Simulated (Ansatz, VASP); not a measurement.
**SnSe in VASP and in Ansatz**

Contents of INCAR:

```
SYSTEM = SnSe
ALGO = Normal ; EDIFF = 1E-6
ENCUT = 520 ; GGA = PS
ISIF = 2 ; ISMEAR = 0
LASPH = .True. ; LCHARG = .False.
LREAL = .False. ; LWAVE = .False.
NBANDS = 17 ; NELM = 60
PREC = Accurate ; SIGMA = 0.05
```

The input KPOINTS:

```
k-points
0
Gamma
  8 8 8
  0 0 0
```

Contents of POSCAR:

```
SnSe
1.0
    0.0000000000      2.9727546651      2.9727546651
    2.9727546651      0.0000000000      2.9727546651
    2.9727546651      2.9727546651      0.0000000000
Sn Se
1 1
Direct
    0.0000000000      0.0000000000      0.0000000000
    0.5252291253      0.5252291253      0.4747708747
```

Input for Ansatz:

```yaml
crystal:
  lattice:
    - [0.0, 2.9727546651, 2.9727546651]
    - [2.9727546651, 0.0, 2.9727546651]
    - [2.9727546651, 2.9727546651, 0.0]
  atoms:
    - { symbol: Sn, position: [0.0, 0.0, 0.0] }
    - { symbol: Se, position: [0.5252291253, 0.5252291253, 0.4747708747] }
basis:
  ecutwfc: 420
kpoints:
  mp_grid: { grid: [8, 8, 8] }
hamiltonian:
  xc: pbesol
scf:
  occupations: { method: gaussian, width: 0.05 }
output:
  forces: true
  stress: true
  eigenvalues: true
```

Change from the starting cell: all Se atoms moved -0.150 Å, as atom 2 towards its neighbour atom 1 (Sn) at 2.973 Å.

Alike in both runs: task single point; functional PBEsol; k mesh 8 × 8 × 8; occupations gaussian, width 0.05 eV; no spin polarisation.

```csv
,VASP,Ansatz
version,VASP 6.6.1,Ansatz 0.2.0
potentials or method,"VASP PAW PBE potentials, release 64 (Sn_d, Se), cutoff 520 eV","scalar-relativistic, plane waves, PAW"
valence electrons in the cell,20,30
```

|  | VASP | Ansatz | Ansatz less VASP |
| --- | --- | --- | --- |
| gap on the k mesh at the Fermi level (eV) | 0.80 | 0.79 | -0.002 |
| least direct gap on the mesh (eV) | 0.89 | 0.89 | -0.006 |
| pressure (GPa) | 0.4 | 0.4 | -0.02 |
| traceless stress, the component that is largest in VASP (GPa) | 0.52 | 0.51 | -0.008 |
| rms of the force components (eV/Å) | 0.064 | 0.060 | -0.0036 |

VASP's potentials were made for PBE, not for PBEsol. Atom by atom the forces differ by 0.004 eV/Å (rms over components). The functional is the same, so the differences come from potentials, cutoffs and numerics. VASP's potentials hold 20 valence electrons a cell and Ansatz's 30, so a difference there can come from the potentials and not from the codes.
